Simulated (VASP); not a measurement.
# MnH4 (P4/mmm) in VASP: further runs

Runs on MnH4. Level: PBE. Tasks: single point, relaxation of cell and atoms.

Everything below comes from runs of VASP 6.6.1. Logs are shortened: lines on timing, memory, paths and dates and some standing lists are left out, and cuts for length are marked.

## (1) The cell of the first run

It takes space group P4/mmm (No. 123, tetragonal). Conventional cell: a = 3.687 Å, b = 3.687 Å, c = 3.471 Å, α = 90.00°, β = 90.00°, γ = 90.00°. Within 1.6 Å of Mn (site symmetry 4/mmm) lie 4 H at 1.22 Å. Within 1.6 Å of H (site symmetry m2m) lie 1 Mn at 1.22 Å and 1 H at 1.25 Å.

## (2) Single point, PBE, collinear spin, ferromagnetic start

INCAR

```
SYSTEM = MnH4
  ALGO = Normal
  EDIFF = 1E-6
  ENCUT = 520
  GGA = PE
  ISIF = 2
  ISMEAR = 0
  ISPIN = 2
  LASPH = .TRUE.
  LCHARG = .FALSE.
  LMAXMIX = 4
  LORBIT = 11
  LREAL = .FALSE.
  LWAVE = .FALSE.
  MAGMOM = 4 0 0 0 0
  NBANDS = 20
  NELM = 150
  PREC = Accurate
  SIGMA = 0.1
```

KPOINTS

```
k-points
0
G
  6 6 6
  0 0 0
```

POSCAR

```
MnH4
1.0
    3.6867667300      0.0000000000      0.0000000000
    0.0000000000      3.6867667300      0.0000000000
    0.0000000000      0.0000000000      3.4710240000
Mn H
1 4
Direct
    0.5000000000      0.5000000000      0.0000000000
    0.1688601600      0.5000000000      0.0000000000
    0.8311398400      0.5000000000      0.0000000000
    0.5000000000      0.1688601600      0.0000000000
    0.5000000000      0.8311398400      0.0000000000
```

Potentials or basis: VASP PAW PBE potentials, release 64 (Mn_pv, H).

Command:

```sh
$ cat potpaw_PBE.64/Mn_pv/POTCAR potpaw_PBE.64/H/POTCAR > POTCAR
$ mpirun -np 1 vasp_std > vasp.out
```

OUTCAR:

```text
SYSTEM = MnH4
   EDIFF = 1E-6
   ENCUT = 520
   GGA = PE
   ISIF = 2
   ISMEAR = 0
   ISPIN = 2
   LASPH = .TRUE.
   LORBIT = 11
   LREAL = .FALSE.
   NELM = 150
   PREC = Accurate

 ion  position               nearest neighbor table
   1  0.500  0.500  0.000-   2 1.22   3 1.22   4 1.22   5 1.22
   2  0.169  0.500  0.000-   1 1.22
   3  0.831  0.500  0.000-   1 1.22
   4  0.500  0.169  0.000-   1 1.22
   5  0.500  0.831  0.000-   1 1.22

  LATTYP: Found a simple tetragonal cell.
 ALAT       =     3.6867667300
 C/A-ratio  =     0.9414818604

  Lattice vectors:

 A1 = (   3.6867667300,   0.0000000000,   0.0000000000)
 A2 = (   0.0000000000,   3.6867667300,   0.0000000000)
 A3 = (   0.0000000000,   0.0000000000,   3.4710240000)

Analysis of symmetry for initial positions (statically):
=====================================================================
 Subroutine PRICEL returns:
 Original cell was already a primitive cell.

 Routine SETGRP: Setting up the symmetry group for a
 simple tetragonal supercell.

 Subroutine GETGRP returns: Found 16 space group operations
 (whereof 16 operations were pure point group operations)
 out of a pool of 16 trial point group operations.

The static configuration has the point symmetry D_4h.

Analysis of symmetry for dynamics (positions and initial velocities):
=====================================================================
 Subroutine PRICEL returns:
 Original cell was already a primitive cell.

 Routine SETGRP: Setting up the symmetry group for a
 simple tetragonal supercell.

 Subroutine GETGRP returns: Found 16 space group operations
 (whereof 16 operations were pure point group operations)
 out of a pool of 16 trial point group operations.

The dynamic configuration has the point symmetry D_4h.

Analysis of structural, dynamic, and magnetic symmetry:
=====================================================================
 Subroutine PRICEL returns:
 Original cell was already a primitive cell.

 Routine SETGRP: Setting up the symmetry group for a
 simple tetragonal supercell.

 Subroutine GETGRP returns: Found 16 space group operations
 (whereof 16 operations were pure point group operations)
 out of a pool of 16 trial point group operations.

The overall configuration has the point symmetry D_4h.

 Subroutine INISYM returns: Found 16 space group operations
 (whereof 16 operations are pure point group operations),
 and found     1 'primitive' translations

----------------------------------------------------------------------------------------

                                     Primitive cell

  volume of cell :      47.1790

  direct lattice vectors                    reciprocal lattice vectors
     3.686766730  0.000000000  0.000000000     0.271240378  0.000000000  0.000000000
     0.000000000  3.686766730  0.000000000     0.000000000  0.271240378  0.000000000
     0.000000000  0.000000000  3.471024000     0.000000000  0.000000000  0.288099420

  length of vectors
     3.686766730  3.686766730  3.471024000     0.271240378  0.271240378  0.288099420

  position of ions in fractional coordinates (direct lattice)
     0.500000000  0.500000000  0.000000000
     0.168860160  0.500000000  0.000000000
     0.831139840  0.500000000  0.000000000
     0.500000000  0.168860160  0.000000000
     0.500000000  0.831139840  0.000000000

  ion indices of the primitive-cell ions
   primitive index   ion index
                 1           1
                 2           2
                 3           3
                 4           4
                 5           5

----------------------------------------------------------------------------------------

 KPOINTS: k-points

Automatic generation of k-mesh.
 Grid dimensions read from file:
 generate k-points for:    6    6    6

 Generating k-lattice:

  Cartesian coordinates                     Fractional coordinates (reciprocal lattice)
     0.045206730  0.000000000  0.000000000     0.166666667  0.000000000  0.000000000
     0.000000000  0.045206730  0.000000000     0.000000000  0.166666667  0.000000000
     0.000000000  0.000000000  0.048016570     0.000000000  0.000000000  0.166666667

  Length of vectors
     0.045206730  0.045206730  0.048016570

  Shift w.r.t. Gamma in fractional coordinates (k-lattice)
     0.000000000  0.000000000  0.000000000

 Subroutine IBZKPT returns following result:
 ===========================================

 Found     40 irreducible k-points:

 Following reciprocal coordinates:
            Coordinates               Weight
  0.000000  0.000000  0.000000      1.000000
  0.166667  0.000000  0.000000      4.000000
  0.333333  0.000000  0.000000      4.000000
  0.500000  0.000000  0.000000      2.000000
  0.166667  0.166667  0.000000      4.000000
  0.333333  0.166667  0.000000      8.000000
[... 16 lines left out ...]
  0.333333  0.000000  0.333333      8.000000
  0.500000  0.000000  0.333333      4.000000
 [... further k-points ...]
   k-points           NKPTS =     40   k-points in BZ     NKDIM =     40   number of bands    NBANDS=     20
   number of dos      NEDOS =    301   number of ions     NIONS =      5
   total plane-waves  NPLWV =  21952
   dimension x,y,z NGX =    28 NGY =   28 NGZ =   28
   dimension x,y,z NGXF=    56 NGYF=   56 NGZF=   56
   ions per type =               1   4
   NGX,Y,Z   is equivalent  to a cutoff of  12.63, 12.63, 13.41 a.u.
   NGXF,Y,Z  is equivalent  to a cutoff of  25.25, 25.25, 26.82 a.u.
 SYSTEM =  MnH4
   PREC   = accura    normal or accurate (medium, high low for compatibility)
   ISTART =      0    job   : 0-new  1-cont  2-samecut
   ICHARG =      2    charge: 1-file 2-atom 10-const
   ISPIN  =      2    spin polarized calculation?
   LNONCOLLINEAR =      F non collinear calculations
   LSORBIT =      F    spin-orbit coupling
   LASPH  =      T    aspherical Exc in radial PAW
   ENCUT  =  520.0 eV  38.22 Ry    6.18 a.u.   6.85  6.85  6.45*2*pi/ulx,y,z
   NELM   =    150;   NELMIN=  2; NELMDL= -5     # of ELM steps
   EDIFF  = 0.1E-05   stopping-criterion for ELM
   LREAL  =      F    real-space projection
   EDIFFG = 0.1E-04   stopping-criterion for IOM
   NSW    =      0    number of steps for IOM
   IBRION =     -1    ionic relax: 0-MD 1-quasi-New 2-CG
   NFREE  =      0    steps in history (QN), initial steepest desc. (CG)
   ISIF   =      2    stress and relaxation
   ISYM   =      2    0-nonsym 1-usesym 2-fastsym
   POTIM  = 0.5000    time-step for ionic-motion
   TEBEG  =    0.0;   TEEND  =   0.0 temperature during run
   PSTRESS=    0.0 pullay stress
   NELECT =      17.0000    total number of electrons
   NUPDOWN=      -1.0000    fix difference up-down
   EMIN   =  10.00;   EMAX   =-10.00  energy-range for DOS
   EFERMI =   0.00;   METHOD = LEGACY
   ISMEAR =     0;   SIGMA  =   0.10  broadening in eV -4-tet -1-fermi 0-gaus
   EFERMI_NEDOS =   21; number of points for ismear=-14 and -15
   IALGO  =     38    algorithm
   IMIX   =      4    mixing-type and parameters
     AMIX     =   0.40;   BMIX     =  1.00
     AMIX_MAG =   1.60;   BMIX_MAG =  1.00
  volume/ion in A,a.u.               =       9.44        63.68
  Fermi-wavevector in a.u.,A,eV,Ry     =   1.164952  2.201441 18.464656  1.357114
  Thomas-Fermi vector in A             =   2.301484
   LORBIT       =     11    0 simple, 1 ext, 2 COOP (PROOUT), +10 PAW based schemes
   GGA     = PE    functional components
   LHFCALC =     F    Hartree Fock is set to
   AEXX    =    0.0000 exact exchange contribution
   IVDW    =     0    specifies the selected vdW correction
   LEPSILON=     F    determine dielectric tensor
   LRPA    =     F    only Hartree local field effects (RPA)
 spin polarized calculation
 Gauss-broadening in eV      SIGMA  =   0.10
  energy-cutoff  :      520.00
  volume of cell :       47.18
 maximum number of plane-waves:      1284
 NGX is ok and might be reduce to    28
   NGX = 13   NGY = 13   NGZ = 13

 number of electron      16.9999999 magnetization       3.0192589

 Free energy of the ion-electron system (eV)
  ---------------------------------------------------
  ext. energy  EPLUGINS =         0.00000000
  ---------------------------------------------------
  free energy    TOTEN  =       -10.84127828 eV

  energy without entropy =      -10.82856882  energy(sigma->0) =      -10.83492355

 E-fermi :   0.6708     XC(G=0):  -7.8915

 val. band max:        0.6380701891   @ k =   0.1667   0.0000   0.0000
 cond. band min:       0.6813380165   @ k =   0.3333   0.1667   0.5000
 fundamental gap:      0.0432678274
 Fermi energy:         0.6707949107

 spin component 1

 k-point     1 :       0.0000    0.0000    0.0000
  band No.  band energies     occupation
      1     -48.4382      1.00000
      2     -48.4382      1.00000
      3     -48.1737      1.00000
      4      -9.1620      1.00000
      5      -7.7987      1.00000
      6      -1.6937      1.00000
[... 12 lines left out ...]
     19      17.4294      0.00000
     20      18.2485      0.00000

 k-point     2 :       0.1667    0.0000    0.0000
  band No.  band energies     occupation
      1     -48.4411      1.00000
      2     -48.4381      1.00000
      3     -48.1736      1.00000
      4      -8.9023      1.00000
      5      -7.6129      1.00000
      6      -1.6724      1.00000
[... 12 lines left out ...]
     19      16.4500      0.00000
     20      17.5039      0.00000
[... 465 lines left out ...]
      3     -48.1800      1.00000
      4      -8.2680      1.00000
      5      -6.5831      1.00000
      6      -2.2516      1.00000
[... 12 lines left out ...]
     19      17.5138      0.00000
     20      18.2292      0.00000

 k-point    24 :       0.5000    0.0000    0.3333
  band No.  band energies     occupation
      1     -48.4493      1.00000
      2     -48.4374      1.00000
      3     -48.1799      1.00000
      4      -8.1732      1.00000
      5      -4.7906      1.00000
      6      -4.6036      1.00000
[... 12 lines left out ...]
     19      17.2089      0.00000
     20      17.2165      0.00000

 [... further k-points ...]

 spin component 2

 k-point     1 :       0.0000    0.0000    0.0000
  band No.  band energies     occupation
      1     -46.0233      1.00000
      2     -46.0233      1.00000
      3     -45.0737      1.00000
      4      -8.7229      1.00000
      5      -7.1394      1.00000
      6      -0.0964      1.00000
[... 12 lines left out ...]
     19      17.7425      0.00000
     20      18.9153      0.00000

 k-point     2 :       0.1667    0.0000    0.0000
  band No.  band energies     occupation
      1     -46.0269      1.00000
      2     -46.0232      1.00000
      3     -45.0736      1.00000
      4      -8.4555      1.00000
      5      -6.9586      1.00000
      6      -0.0976      1.00000
[... 12 lines left out ...]
     19      16.9932      0.00000
     20      18.3373      0.00000
[... 465 lines left out ...]
      3     -45.0810      1.00000
      4      -7.7604      1.00000
      5      -5.9845      1.00000
      6      -1.4664      1.00000
[... 12 lines left out ...]
     19      18.2175      0.00000
     20      18.8625      0.00000

 k-point    24 :       0.5000    0.0000    0.3333
  band No.  band energies     occupation
      1     -46.0371      1.00000
      2     -46.0223      1.00000
      3     -45.0809      1.00000
      4      -7.6337      1.00000
      5      -4.5440      1.00000
      6      -3.5721      1.00000
[... 12 lines left out ...]
     19      17.4782      0.00000
     20      17.6862      0.00000

 [... further k-points ...]

------------------------ aborting loop because EDIFF is reached ----------------------------------------

  FORCE on cell =-STRESS in cart. coord.  units (eV):
  Direction    XX          YY          ZZ          XY          YZ          ZX
  --------------------------------------------------------------------------------------
  -------------------------------------------------------------------------------------
  Total       23.8741134     23.8741134     -1.5532556      0.0000000     -0.0000000      0.0000000
  in kB      810.7536241    810.7536241    -52.7478258      0.0000000     -0.0000000      0.0000000
  external PRESSURE =     522.9198075 kB  Pullay stress =       0.0000000 kB

 VOLUME and BASIS-vectors are now :
 -----------------------------------------------------------------------------
  energy-cutoff  :      520.00
  volume of cell :       47.18
      direct lattice vectors                 reciprocal lattice vectors
     3.686766730  0.000000000  0.000000000     0.271240378  0.000000000  0.000000000
     0.000000000  3.686766730  0.000000000     0.000000000  0.271240378  0.000000000
     0.000000000  0.000000000  3.471024000     0.000000000  0.000000000  0.288099420

 POSITION                                       TOTAL-FORCE (eV/Angst)
 -----------------------------------------------------------------------------------
      1.84338      1.84338      0.00000        -0.000000      0.000000      0.000000
      0.62255      1.84338      0.00000       -11.217132     -0.000000      0.000000
      3.06422      1.84338      0.00000        11.217132      0.000000      0.000000
      1.84338      0.62255      0.00000         0.000000    -11.217132     -0.000000
      1.84338      3.06422      0.00000        -0.000000     11.217132     -0.000000
 -----------------------------------------------------------------------------------
    total drift:                                0.000000      0.000000     -0.000000

  FREE ENERGIE OF THE ION-ELECTRON SYSTEM (eV)
  ---------------------------------------------------
  free  energy   TOTEN  =       -10.8412782841 eV

  energy  without entropy=      -10.8285688192  energy(sigma->0) =      -10.83492355

 total charge

# of ion       s       p       d       tot
------------------------------------------
    1        0.572   6.498   5.848  12.918
    2        0.615   0.074   0.000   0.689
    3        0.615   0.074   0.000   0.689
    4        0.615   0.074   0.000   0.689
    5        0.615   0.074   0.000   0.689
--------------------------------------------------
tot          3.032   6.795   5.848  15.675

 magnetization (x)

# of ion       s       p       d       tot
------------------------------------------
    1        0.056   0.056   2.561   2.672
    2       -0.002   0.015   0.000   0.013
    3       -0.002   0.015   0.000   0.013
    4       -0.002   0.015   0.000   0.013
    5       -0.002   0.015   0.000   0.013
--------------------------------------------------
tot          0.047   0.118   2.561   2.725
```

Wall time 45 s (1 thread of Intel Xeon 6975P-C (Granite Rapids), shared host); peak memory 0.2 GiB.

What came out:

* Free energy: -10.8413 eV
* Pressure: 52.3 GPa
* Largest force: 11.217 eV/Å
* Band gap on the k mesh: zero (filled and empty bands overlap)
* Net moment: 3.02 μB per cell
* Site moments: Mn +2.67; H +0.01 μB
* Valence electrons inside the program's atomic spheres: Mn 12.92; H 0.69

Forces on the atoms (eV/Å):
```
Mn    0.000   0.000   0.000
H   -11.217   0.000   0.000
H    11.217   0.000   0.000
H     0.000 -11.217   0.000
H     0.000  11.217   0.000
```

Stress tensor (GPa, compression positive):
```
81.08  0.00  0.00
 0.00 81.08  0.00
 0.00  0.00 -5.27
```

Levels at points of the mesh, in eV from the Fermi level:
Spin up:
```
           k point  band 6  band 7  band 8  band 9  band 10  band 11  band 12  band 13  band 14  band 15
(0.00, 0.00, 0.00)   -2.36   -1.83   -1.75   -1.75     1.89     1.89     5.64     7.00     7.87     9.46
(0.50, 0.00, 0.00)   -5.35   -2.10   -2.04   -1.98    -1.74     2.45     6.43     8.34     8.80    11.01
(0.50, 0.50, 0.00)   -5.44   -4.83   -2.63   -1.95    -1.95    -1.63     5.25    10.18    10.18    11.07
(0.00, 0.00, 0.50)   -2.03   -2.03   -1.81   -0.31    -0.19     2.52     2.52     6.12    10.75    11.62
(0.50, 0.00, 0.50)   -5.25   -2.54   -2.04   -2.00     0.20     1.42     2.98     5.49     9.36     9.80
(0.50, 0.50, 0.50)   -4.98   -4.70   -2.47   -2.43    -2.43     0.96     3.24     7.28     7.28     7.31
```
Spin down:
| k point | band 3 | band 4 | band 5 | band 6 | band 7 | band 8 | band 9 | band 10 | band 11 | band 12 |
| --- | --- | --- | --- | --- | --- | --- | --- | --- | --- | --- |
| (0.00, 0.00, 0.00) | -45.74 | -9.39 | -7.81 | -0.77 | 0.40 | 1.45 | 1.45 | 2.49 | 2.49 | 6.60 |
| (0.50, 0.00, 0.00) | -45.74 | -8.49 | -5.59 | -4.32 | -0.37 | 0.01 | 1.09 | 1.48 | 3.08 | 6.56 |
| (0.50, 0.50, 0.00) | -45.74 | -5.17 | -5.17 | -4.48 | -3.92 | -0.87 | 0.06 | 1.15 | 1.15 | 5.93 |
| (0.00, 0.00, 0.50) | -45.75 | -8.98 | -7.71 | 0.44 | 0.48 | 1.06 | 1.06 | 1.67 | 3.07 | 3.07 |
| (0.50, 0.00, 0.50) | -45.75 | -8.24 | -5.07 | -4.22 | 0.09 | 0.09 | 1.12 | 2.06 | 2.41 | 3.55 |
| (0.50, 0.50, 0.50) | -45.75 | -4.74 | -4.74 | -4.46 | -3.77 | -0.59 | 0.35 | 0.35 | 2.80 | 4.49 |

Caveat: forces of over 1 eV/Å act on the atoms, so gaps and moduli don't describe the material at rest.

## (3) Single point, PBE, collinear spin, ferromagnetic start

This run uses another cell than the first one, of 12.05 Å³/atom, 1.277 times its volume.

INCAR

```
SYSTEM = MnH4
PREC = Accurate
ENCUT = 520
EDIFF = 1E-6
ISMEAR = 0
SIGMA = 0.1
LREAL = .FALSE.
LASPH = .TRUE.
NELM = 150
ALGO = Normal
ISIF = 2
LWAVE = .FALSE.
LCHARG = .FALSE.
ISPIN = 2
MAGMOM = 4 0 0 0 0
LORBIT = 11
LMAXMIX = 4
GGA = PE
NBANDS = 20
```

KPOINTS

```
Automatic mesh
0
G
  6 6 6
  0 0 0
```

POSCAR

```
MnH4
1.0
    4.7209931422      0.0000000000      0.0000000000
    0.0000000000      4.7209931422      0.0000000000
    0.0000000000      0.0000000000      2.7038876595
Mn H
1 4
Direct
    0.5000000000      0.5000000000      0.0000000000
    0.0917309859      0.5000000000      0.0000000000
    0.9082690141      0.5000000000      0.0000000000
    0.5000000000      0.0917309859      0.0000000000
    0.5000000000      0.9082690141      0.0000000000
```

Potentials or basis: VASP PAW PBE potentials, release 64 (Mn_pv, H).

Command:

```sh
$ cat potpaw_PBE.64/Mn_pv/POTCAR potpaw_PBE.64/H/POTCAR > POTCAR
$ mpirun -np 1 vasp_std > vasp.out
```

Run time: 38 s. Hardware: 1 thread of Intel Xeon 6975P-C (Granite Rapids), shared host; peak memory 0.22 GiB.

Results (log left out):

| Item | Value |
| --- | --- |
| Free energy | -19.4745 eV |
| Pressure | -0.1 GPa |
| Largest force | 0.026 eV/Å |
| Net moment | 4.09 μB per cell |
| Site moments | Mn +3.62; H +0.01 μB |
| Valence electrons inside the program's atomic spheres | Mn 11.52; H 0.57 |

Forces on the atoms (eV/Å):
```
Mn   0.000  0.000  0.000
H   -0.026  0.000  0.000
H    0.026  0.000  0.000
H    0.000 -0.026  0.000
H    0.000  0.026  0.000
```

Stress tensor (GPa, compression positive):
```
-0.18  0.00  0.00
 0.00 -0.18  0.00
 0.00  0.00 -0.07
```

Levels at points of the mesh, in eV from the Fermi level:
Spin up:
| k point | band 6 | band 7 | band 8 | band 9 | band 10 | band 11 | band 12 | band 13 | band 14 | band 15 |
| --- | --- | --- | --- | --- | --- | --- | --- | --- | --- | --- |
| (0.00, 0.00, 0.00) | -3.49 | -2.58 | -1.71 | -1.71 | -0.90 | 0.05 | 0.05 | 2.32 | 6.13 | 8.15 |
| (0.50, 0.00, 0.00) | -3.75 | -2.95 | -2.66 | -1.72 | -1.71 | 0.34 | 0.38 | 3.47 | 6.29 | 8.64 |
| (0.50, 0.50, 0.00) | -4.37 | -2.98 | -2.90 | -2.81 | -1.72 | -1.72 | 2.78 | 6.49 | 6.49 | 7.64 |
| (0.00, 0.00, 0.50) | -3.05 | -3.05 | -2.32 | -0.69 | -0.42 | 0.26 | 3.11 | 3.11 | 7.29 | 7.88 |
| (0.50, 0.00, 0.50) | -3.18 | -3.04 | -2.47 | -2.35 | -0.49 | 0.93 | 3.33 | 3.96 | 5.04 | 7.71 |
| (0.50, 0.50, 0.50) | -3.16 | -3.16 | -2.54 | -2.40 | -2.29 | 1.67 | 2.13 | 5.64 | 5.64 | 6.84 |
Spin down:
```
           k point  band 3  band 4  band 5  band 6  band 7  band 8  band 9  band 10  band 11  band 12
(0.00, 0.00, 0.00)  -45.82   -9.06   -7.59   -1.31    0.76    0.76    1.08     1.74     2.23     2.23
(0.50, 0.00, 0.00)  -45.82   -8.41   -7.98   -2.07   -0.68    0.83    1.12     2.21     2.23     2.48
(0.50, 0.50, 0.00)  -45.82   -7.92   -7.92   -3.17   -0.67   -0.67    0.19     2.21     2.21     3.81
(0.00, 0.00, 0.50)  -45.99   -7.41   -6.46    0.37    0.37    1.10    1.49     1.93     2.40     3.71
(0.50, 0.00, 0.50)  -45.99   -6.96   -6.56   -0.28   -0.01    0.39    1.40     1.92     2.24     3.94
(0.50, 0.50, 0.50)  -45.99   -6.53   -6.53   -0.47   -0.16    0.04    0.04     1.25     2.88     4.25
```

Caveat: the k points lie up to 0.39 Å⁻¹ apart.

[end of part 1 of 2]
